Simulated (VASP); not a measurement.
# Si (I4_1/amd) in VASP: further runs

Si is run at these levels: PBE; tasks: single point.

Program: VASP 6.6.1. These are calculated values, not measurements. Logs are shortened: lines on timing, memory, paths and dates and some standing lists are left out, and cuts for length are marked.

## (1) The cell of the first run

The structure is tetragonal, space group I4_1/amd (No. 141). Conventional cell: a = 4.711 Å, b = 4.711 Å, c = 2.641 Å, α = 90.00°, β = 90.00°, γ = 90.00°. Si (site symmetry -4m2) has 10 Si at 2.45 to 3.08 Å within 3.2 Å.

## (2) Single point, PBE

INCAR reads:

```
ALGO = Normal
EDIFF = 1E-6
ENCUT = 520
GGA = PE
ISIF = 2
ISMEAR = -1
LASPH = T
LCHARG = F
LREAL = F
LWAVE = F
NBANDS = 11
NELM = 60
PREC = Accurate
SIGMA = 0.05
```

KPOINTS reads:

```
k-points
0
Gamma
  11 11 11
```

POSCAR reads:

```
Si
1.0
   -2.3554565746      2.3554565746      1.3203438769
    2.3554565746     -2.3554565746      1.3203438769
    2.3554565746      2.3554565746     -1.3203438769
Si
2
Direct
    0.5000000000      0.5000000000      0.0000000000
    0.2500000000      0.7500000000      0.5000000000
```

Potentials or basis: VASP PAW PBE potentials, release 64 (Si).

Started as:

```bash
$ cat potpaw_PBE.64/Si/POTCAR > POTCAR
$ mpirun -np 1 vasp_std > vasp.out
```

OUTCAR:

```text
EDIFF = 1E-6
   ENCUT = 520
   GGA = PE
   ISIF = 2
   ISMEAR = -1
   LASPH = T
   LREAL = F
   NELM = 60
   PREC = Accurate

 ion  position               nearest neighbor table
   1  0.500  0.500  0.000-   2 2.45   2 2.45   2 2.45   2 2.45   2 3.08   2 3.08   2 3.08   2 3.08

   2  0.250  0.750  0.500-   1 2.45   1 2.45   1 2.45   1 2.45   1 3.08   1 3.08   1 3.08   1 3.08

  LATTYP: Found a body centered tetragonal cell.
 ALAT       =     4.7109131492
 C/A-ratio  =     0.5605468983

  Lattice vectors:

 A1 = (  -2.3554565746,   2.3554565746,   1.3203438769)
 A2 = (   2.3554565746,  -2.3554565746,   1.3203438769)
 A3 = (   2.3554565746,   2.3554565746,  -1.3203438769)

Analysis of symmetry for initial positions (statically):
=====================================================================
 Subroutine PRICEL returns:
 Original cell was already a primitive cell.

 Routine SETGRP: Setting up the symmetry group for a
 body centered tetragonal supercell.

 Subroutine GETGRP returns: Found 16 space group operations
 (whereof  8 operations were pure point group operations)
 out of a pool of 16 trial point group operations.

The static configuration has the point symmetry D_2d.
 The point group associated with its full space group is D_4h.

Analysis of symmetry for dynamics (positions and initial velocities):
=====================================================================
 Subroutine PRICEL returns:
 Original cell was already a primitive cell.

 Routine SETGRP: Setting up the symmetry group for a
 body centered tetragonal supercell.

 Subroutine GETGRP returns: Found 16 space group operations
 (whereof  8 operations were pure point group operations)
 out of a pool of 16 trial point group operations.

The dynamic configuration has the point symmetry D_2d.
 The point group associated with its full space group is D_4h.

 Subroutine INISYM returns: Found 16 space group operations
 (whereof  8 operations are pure point group operations),
 and found     1 'primitive' translations

----------------------------------------------------------------------------------------

                                     Primitive cell

  volume of cell :      29.3020

  direct lattice vectors                    reciprocal lattice vectors
    -2.355456575  2.355456575  1.320343877     0.000000000  0.212273071  0.378689225
     2.355456575 -2.355456575  1.320343877     0.212273071  0.000000000  0.378689225
     2.355456575  2.355456575 -1.320343877     0.212273071  0.212273071  0.000000000

[... 85 lines left out ...]
   EDIFFG = 0.1E-04   stopping-criterion for IOM
   NSW    =      0    number of steps for IOM
   IBRION =     -1    ionic relax: 0-MD 1-quasi-New 2-CG
   NFREE  =      0    steps in history (QN), initial steepest desc. (CG)
   ISIF   =      2    stress and relaxation
   ISYM   =      2    0-nonsym 1-usesym 2-fastsym
   POTIM  = 0.5000    time-step for ionic-motion
   TEBEG  =    0.0;   TEEND  =   0.0 temperature during run
   PSTRESS=    0.0 pullay stress
   NELECT =       8.0000    total number of electrons
   NUPDOWN=      -1.0000    fix difference up-down
   EMIN   =  10.00;   EMAX   =-10.00  energy-range for DOS
   EFERMI =   0.00;   METHOD = LEGACY
   ISMEAR =    -1;   SIGMA  =   0.05  broadening in eV -4-tet -1-fermi 0-gaus
   EFERMI_NEDOS =   21; number of points for ismear=-14 and -15
   IALGO  =     38    algorithm
   IMIX   =      4    mixing-type and parameters
     AMIX     =   0.40;   BMIX     =  1.00
     AMIX_MAG =   1.60;   BMIX_MAG =  1.00
  volume/ion in A,a.u.               =      14.65        98.87
  Fermi-wavevector in a.u.,A,eV,Ry     =   1.062036  2.006956 15.346278  1.127920
  Thomas-Fermi vector in A             =   2.197472
   LORBIT       =      0    0 simple, 1 ext, 2 COOP (PROOUT), +10 PAW based schemes
   GGA     = PE    functional components
   LHFCALC =     F    Hartree Fock is set to
   AEXX    =    0.0000 exact exchange contribution
   IVDW    =     0    specifies the selected vdW correction
   LEPSILON=     F    determine dielectric tensor
   LRPA    =     F    only Hartree local field effects (RPA)
 non-spin polarized calculation
  energy-cutoff  :      520.00
  volume of cell :       29.30
 maximum number of plane-waves:       803
   NGX = 13   NGY = 13   NGZ = 13

 number of electron       8.0000000 magnetization

 Free energy of the ion-electron system (eV)
  ---------------------------------------------------
  ext. energy  EPLUGINS =         0.00000000
  ---------------------------------------------------
  free energy    TOTEN  =       -10.23297513 eV

  energy without entropy =      -10.22624123  energy(sigma->0) =      -10.22960818

 E-fermi :   9.6666     XC(G=0): -11.0655

 val. band max:        9.6609191049   @ k =  -0.1818  -0.1818   0.0909
 cond. band min:       9.6813644395   @ k =   0.3636   0.2727  -0.0000
 fundamental gap:      0.0204453345
 Fermi energy:         9.6666164834

 k-point     1 :       0.0000    0.0000    0.0000
  band No.  band energies     occupation
      1      -4.4284      2.00000
      2       7.1709      2.00000
      3       7.1709      2.00000
      4       7.9918      2.00000
      5      11.1267      0.00000
      6      17.2549      0.00000
      7      18.9800      0.00000
      8      18.9800      0.00000
      9      18.9869      0.00000
     10      19.9670      0.00000
     11      20.5422      0.00000
[... 309 lines left out ...]
 k-point    24 :      -0.1818    0.1818    0.0000
  band No.  band energies     occupation
      1      -4.0000      2.00000
      2       3.9617      2.00000
      3       7.5557      2.00000
      4       9.6398      1.26224
      5      13.7400      0.00000
      6      14.6978      0.00000
      7      16.9967      0.00000
      8      18.5513      0.00000
      9      19.1198      0.00000
     10      19.8653      0.00000
     11      21.3714      0.00000

 [... further k-points ...]
[... 5 lines left out ...]
  --------------------------------------------------------------------------------------
  -------------------------------------------------------------------------------------
  Total        1.1838945      1.1838945      0.7674978      0.0000000      0.0000000      0.0000000
  in kB       64.7330872     64.7330872     41.9653128      0.0000000      0.0000000      0.0000000
  external PRESSURE =      57.1438290 kB  Pullay stress =       0.0000000 kB

 VOLUME and BASIS-vectors are now :
 -----------------------------------------------------------------------------
  energy-cutoff  :      520.00
  volume of cell :       29.30
      direct lattice vectors                 reciprocal lattice vectors
    -2.355456575  2.355456575  1.320343877     0.000000000  0.212273071  0.378689225
     2.355456575 -2.355456575  1.320343877     0.212273071  0.000000000  0.378689225
     2.355456575  2.355456575 -1.320343877     0.212273071  0.212273071  0.000000000

 POSITION                                       TOTAL-FORCE (eV/Angst)
 -----------------------------------------------------------------------------------
      0.00000      0.00000      1.32034        -0.000000     -0.000000     -0.000000
      2.35546      0.00000      0.66017         0.000000      0.000000      0.000000
 -----------------------------------------------------------------------------------
    total drift:                                0.000000      0.000000      0.000000

  FREE ENERGIE OF THE ION-ELECTRON SYSTEM (eV)
  ---------------------------------------------------
  free  energy   TOTEN  =       -10.2329751262 eV

  energy  without entropy=      -10.2262412319  energy(sigma->0) =      -10.22960818
```

OSZICAR:

```text
N       E                     dE             d eps       ncg     rms          rms(c)
DAV:   1     0.508016819687E+01    0.50802E+01   -0.33852E+03  2780   0.608E+02
DAV:   2    -0.986108820116E+01   -0.14941E+02   -0.14400E+02  3621   0.842E+01
DAV:   3    -0.102499251639E+02   -0.38884E+00   -0.38573E+00  3606   0.109E+01
DAV:   4    -0.102515360948E+02   -0.16109E-02   -0.16107E-02  3365   0.873E-01
DAV:   5    -0.102515426654E+02   -0.65705E-05   -0.65707E-05  3493   0.504E-02    0.438E+00
DAV:   6    -0.102401866789E+02    0.11356E-01   -0.42141E-03  3231   0.331E-01    0.255E+00
DAV:   7    -0.102329928936E+02    0.71938E-02   -0.97633E-03  3113   0.537E-01    0.218E-01
DAV:   8    -0.102329901623E+02    0.27313E-05   -0.71384E-04  3332   0.153E-01    0.679E-02
DAV:   9    -0.102329754528E+02    0.14709E-04   -0.32816E-05  3413   0.311E-02    0.308E-02
DAV:  10    -0.102329751262E+02    0.32664E-06   -0.24758E-06  3265   0.101E-02
   1 F= -.10232975E+02 E0= -.10229608E+02  d E =-.673389E-02
```

stdout:

```text
POSCAR found type information on POSCAR Si
 POSCAR found :  1 types and       2 ions
 scaLAPACK will be used
 LDA part: xc-table for (Slater+PW92), standard interpolation
 POSCAR, INCAR and KPOINTS ok, starting setup
 FFT: planning ... GRIDC
 FFT: planning ... GRID_SOFT
 FFT: planning ... GRID
 WAVECAR not read
 entering main loop
```

Run time: 13 s. Hardware: 1 thread of Intel Xeon 6975P-C (Granite Rapids), shared host; peak memory 0.16 GiB.

What came out:

```
Free energy            : -10.2330 eV
Pressure               : 5.7 GPa
Band gap on the k mesh : zero (band 4 reaches 12.04 eV, above the bottom of band 5 at 5.93 eV)
```

## (3) Single point, PBE

This run uses another cell than the first one, of 14.95 Å³/atom, 1.020 times its volume.

INCAR reads:

```
SYSTEM = Si
PREC = Accurate
ENCUT = 520
EDIFF = 1E-6
ISMEAR = -1
SIGMA = 0.05
LREAL = .False.
LASPH = .True.
NELM = 100
ALGO = Normal
ISIF = 2
LWAVE = .False.
LCHARG = .False.
GGA = PE
NBANDS = 11
```

KPOINTS reads:

```
regular mesh
0
Gamma
  11 11 11
  0 0 0
```

POSCAR reads:

```
Si
1.0
   -2.3713723045      2.3713723045      1.3292653899
    2.3713723045     -2.3713723045      1.3292653899
    2.3713723045      2.3713723045     -1.3292653899
Si
2
Direct
    0.5000000000      0.5000000000      0.0000000000
    0.2500000000      0.7500000000      0.5000000000
```

Potentials or basis: VASP PAW PBE potentials, release 64 (Si).

Started as:

```bash
$ cat potpaw_PBE.64/Si/POTCAR > POTCAR
$ mpirun -np 1 vasp_std > vasp.out
```

Run time: 13 s. Hardware: 1 thread of Intel Xeon 6975P-C (Granite Rapids), shared host; peak memory 0.16 GiB.

It converged, with:

* Free energy: -10.2495 eV
* Pressure: 3.1 GPa
* Band gap on the k mesh: zero (band 4 reaches 11.76 eV, above the bottom of band 5 at 5.74 eV)

Stress tensor (GPa, compression positive):
```
3.69 0.00 0.00
0.00 3.69 0.00
0.00 0.00 2.05
```

Levels at points of the mesh, in eV from the Fermi level:
| k point | band 2 | band 3 | band 4 | band 5 | band 6 | band 7 |
| --- | --- | --- | --- | --- | --- | --- |
| (0.00, 0.00, 0.00) | -2.45 | -2.45 | -1.75 | 1.55 | 7.51 | 9.13 |

## (4) Single point, PBE

This run uses another cell than the first one, of 15.25 Å³/atom, 1.041 times its volume.

INCAR reads:

```
PREC     = Accurate       # precision mode
ENCUT    = 520            # plane-wave cutoff, eV
EDIFF    = 1E-6           # SCF threshold, eV
ISMEAR   = -1             # smearing method
SIGMA    = 0.05           # smearing width, eV
LREAL    = F              # projectors in reciprocal space
LASPH    = T              # aspherical terms in the spheres
NELM     = 60             # most SCF steps
ALGO     = Normal         # electronic algorithm
ISIF     = 2              # what is computed and relaxed
LWAVE    = F              # write WAVECAR
LCHARG   = F              # write CHGCAR
GGA      = PE             # functional
NBANDS   = 11             # bands
```

KPOINTS reads:

```
Automatic mesh
0
Gamma
  11 11 11
```

POSCAR reads:

```
Si
1.0
   -2.3870772145      2.3870772145      1.3380687285
    2.3870772145     -2.3870772145      1.3380687285
    2.3870772145      2.3870772145     -1.3380687285
Si
2
Direct
    0.5000000000      0.5000000000      0.0000000000
    0.2500000000      0.7500000000      0.5000000000
```

Started as:

```bash
$ cat potpaw_PBE.64/Si/POTCAR > POTCAR
$ mpirun -np 1 vasp_std > vasp.out
```

Run time: 14 s. Hardware: 1 thread of Intel Xeon 6975P-C (Granite Rapids), shared host; peak memory 0.16 GiB.

Results (log left out):

```yaml
Free_energy: -10.2569 eV
Pressure: 0.8 GPa
Band_gap_on_the_k_mesh: zero (band 4 reaches 11.48 eV, above the bottom of band 5 at 5.56 eV)
```

Stress tensor (GPa, compression positive):
```
1.22 0.00 0.00
0.00 1.22 0.00
0.00 0.00 0.09
```

Levels at points of the mesh, in eV from the Fermi level:
| k point | band 1 | band 2 | band 3 | band 4 | band 5 | band 6 | band 7 | band 8 |
| --- | --- | --- | --- | --- | --- | --- | --- | --- |
| (0.00, 0.00, 0.00) | -13.74 | -2.41 | -2.41 | -1.82 | 1.63 | 7.44 | 8.94 | 8.97 |

## (5) Single point, PBE

This run uses another cell than the first one, of 15.55 Å³/atom, 1.061 times its volume.

INCAR reads:

```
SYSTEM = Si
  PREC = Accurate
  ENCUT = 520
  EDIFF = 1E-6
  ISMEAR = -1
  SIGMA = 0.05
  LREAL = .FALSE.
  LASPH = .TRUE.
  NELM = 60
  ALGO = Normal
  ISIF = 2
  LWAVE = .FALSE.
  LCHARG = .TRUE.
  GGA = PE
  LELF = .TRUE.
  LVHAR = .TRUE.
  NBANDS = 11
```

KPOINTS reads:

```
regular mesh
0
G
  11 11 11
  0 0 0
```

POSCAR reads:

```
Si
1.0
   -2.4025781503      2.4025781503      1.3467577299
    2.4025781503     -2.4025781503      1.3467577299
    2.4025781503      2.4025781503     -1.3467577299
Si
2
Direct
    0.5000000000      0.5000000000      0.0000000000
    0.2500000000      0.7500000000      0.5000000000
```

Potentials or basis: VASP PAW PBE potentials, release 64 (Si).

Started as:

```bash
$ cat potpaw_PBE.64/Si/POTCAR > POTCAR
$ mpirun -np 1 vasp_std > vasp.out
```

OUTCAR:

```text
SYSTEM = Si
   PREC = Accurate
   ENCUT = 520
   EDIFF = 1E-6
   ISMEAR = -1
   LREAL = .FALSE.
   LASPH = .TRUE.
   NELM = 60
   ISIF = 2
   GGA = PE

 ion  position               nearest neighbor table
   1  0.500  0.500  0.000-   2 2.50   2 2.50   2 2.50   2 2.50   2 3.14   2 3.14   2 3.14   2 3.14

   2  0.250  0.750  0.500-   1 2.50   1 2.50   1 2.50   1 2.50   1 3.14   1 3.14   1 3.14   1 3.14

  LATTYP: Found a body centered tetragonal cell.
 ALAT       =     4.8051563006
 C/A-ratio  =     0.5605468982

  Lattice vectors:

 A1 = (  -2.4025781503,   2.4025781503,   1.3467577299)
 A2 = (   2.4025781503,  -2.4025781503,   1.3467577299)
 A3 = (   2.4025781503,   2.4025781503,  -1.3467577299)

Analysis of symmetry for initial positions (statically):
=====================================================================
 Subroutine PRICEL returns:
 Original cell was already a primitive cell.

 Routine SETGRP: Setting up the symmetry group for a
 body centered tetragonal supercell.

 Subroutine GETGRP returns: Found 16 space group operations
 (whereof  8 operations were pure point group operations)
 out of a pool of 16 trial point group operations.

The static configuration has the point symmetry D_2d.
 The point group associated with its full space group is D_4h.

Analysis of symmetry for dynamics (positions and initial velocities):
=====================================================================
 Subroutine PRICEL returns:
 Original cell was already a primitive cell.

 Routine SETGRP: Setting up the symmetry group for a
 body centered tetragonal supercell.

 Subroutine GETGRP returns: Found 16 space group operations
 (whereof  8 operations were pure point group operations)
 out of a pool of 16 trial point group operations.

The dynamic configuration has the point symmetry D_2d.
 The point group associated with its full space group is D_4h.

 Subroutine INISYM returns: Found 16 space group operations
 (whereof  8 operations are pure point group operations),
 and found     1 'primitive' translations

[... 121 lines left out ...]
   AEXX    =    0.0000 exact exchange contribution
   IVDW    =     0    specifies the selected vdW correction
   LEPSILON=     F    determine dielectric tensor
   LRPA    =     F    only Hartree local field effects (RPA)
 non-spin polarized calculation
  energy-cutoff  :      520.00
  volume of cell :       31.10
 maximum number of plane-waves:       850
   NGX = 13   NGY = 13   NGZ = 13

 number of electron       7.9999999 magnetization

 Free energy of the ion-electron system (eV)
  ---------------------------------------------------
  ext. energy  EPLUGINS =         0.00000000
  ---------------------------------------------------
  free energy    TOTEN  =       -10.25622121 eV

  energy without entropy =      -10.24920303  energy(sigma->0) =      -10.25271212

 E-fermi :   8.9035     XC(G=0): -10.8258

 val. band max:        8.8987579603   @ k =  -0.0909  -0.1818   0.0909
 cond. band min:       8.9504813830   @ k =   0.3636   0.2727  -0.0000
 fundamental gap:      0.0517234227
 Fermi energy:         8.9035456046

 k-point     1 :       0.0000    0.0000    0.0000
  band No.  band energies     occupation
      1      -4.6633      2.00000
      2       6.5344      2.00000
      3       6.5344      2.00000
      4       7.0134      2.00000
      5      10.6172      0.00000
      6      16.2637      0.00000
      7      17.6711      0.00000
      8      17.7155      0.00000
      9      17.7155      0.00000
     10      19.0612      0.00000
     11      19.3451      0.00000
[... 309 lines left out ...]
 k-point    24 :      -0.1818    0.1818    0.0000
  band No.  band energies     occupation
      1      -4.2527      2.00000
      2       3.3702      2.00000
      3       6.9056      2.00000
      4       8.8038      1.76049
      5      13.0157      0.00000
      6      13.7820      0.00000
      7      15.9321      0.00000
      8      17.2962      0.00000
      9      17.8575      0.00000
     10      18.8504      0.00000
     11      20.2097      0.00000

 [... further k-points ...]

------------------------ aborting loop because EDIFF is reached ----------------------------------------

  FORCE on cell =-STRESS in cart. coord.  units (eV):
  Direction    XX          YY          ZZ          XY          YZ          ZX
  --------------------------------------------------------------------------------------
  -------------------------------------------------------------------------------------
  Total       -0.1866298     -0.1866298     -0.3329681      0.0000000      0.0000000      0.0000000
  in kB       -9.6158375     -9.6158375    -17.1557079      0.0000000      0.0000000      0.0000000
  external PRESSURE =     -12.1291276 kB  Pullay stress =       0.0000000 kB

 VOLUME and BASIS-vectors are now :
 -----------------------------------------------------------------------------
  energy-cutoff  :      520.00
  volume of cell :       31.10
      direct lattice vectors                 reciprocal lattice vectors
    -2.402578150  2.402578150  1.346757730     0.000000000  0.208109776  0.371262024
     2.402578150 -2.402578150  1.346757730     0.208109776  0.000000000  0.371262024
     2.402578150  2.402578150 -1.346757730     0.208109776  0.208109776  0.000000000

 POSITION                                       TOTAL-FORCE (eV/Angst)
 -----------------------------------------------------------------------------------
      0.00000      0.00000      1.34676        -0.000000      0.000000      0.000000
      2.40258      0.00000      0.67338         0.000000     -0.000000     -0.000000
 -----------------------------------------------------------------------------------
    total drift:                                0.000000      0.000000      0.000000

  FREE ENERGIE OF THE ION-ELECTRON SYSTEM (eV)
  ---------------------------------------------------
  free  energy   TOTEN  =       -10.2562212051 eV

  energy  without entropy=      -10.2492030335  energy(sigma->0) =      -10.25271212
```

stdout:

```text
POSCAR found type information on POSCAR Si
 POSCAR found :  1 types and       2 ions
 scaLAPACK will be used
 LDA part: xc-table for (Slater+PW92), standard interpolation
 POSCAR, INCAR and KPOINTS ok, starting setup
 FFT: planning ... GRIDC
 FFT: planning ... GRID_SOFT
 FFT: planning ... GRID
 WAVECAR not read
 entering main loop
```

Run time: 15 s. Hardware: 1 thread of Intel Xeon 6975P-C (Granite Rapids), shared host; peak memory 0.16 GiB.

Results:

```yaml
Free_energy: -10.2562 eV
Pressure: -1.2 GPa
Band_gap_on_the_k_mesh: zero (band 4 reaches 11.21 eV, above the bottom of band 5 at 5.39 eV)
```

Levels at points of the mesh, in eV from the Fermi level:
```tsv
k point	band 1	band 2	band 3	band 4	band 5	band 6	band 7	band 8	band 9
(0.00, 0.00, 0.00)	-13.57	-2.37	-2.37	-1.89	1.71	7.36	8.77	8.81	8.81
```

## (6) Overview

| cell | gap on the mesh (eV) | pressure (GPa) |
| --- | --- | --- |
| a = 3.583 Å, angles 97.8, 97.8, 136.8°, 2 atoms | none | 5.7 |
| a = 3.607 Å, angles 97.8, 97.8, 136.8°, 2 atoms | none | 3.1 |
| a = 3.631 Å, angles 97.8, 97.8, 136.8°, 2 atoms | none | 0.8 |
| a = 3.655 Å, angles 97.8, 97.8, 136.8°, 2 atoms | none | -1.2 |

Alike in all rows: task single point; level PBE; potentials or basis VASP PAW PBE potentials, release 64 (Si); no spin polarisation; k mesh 11 × 11 × 11; cutoff (eV) 520; smearing fermi-dirac 0.05 eV.

Absolute energies hang on the potentials; compare differences alone.
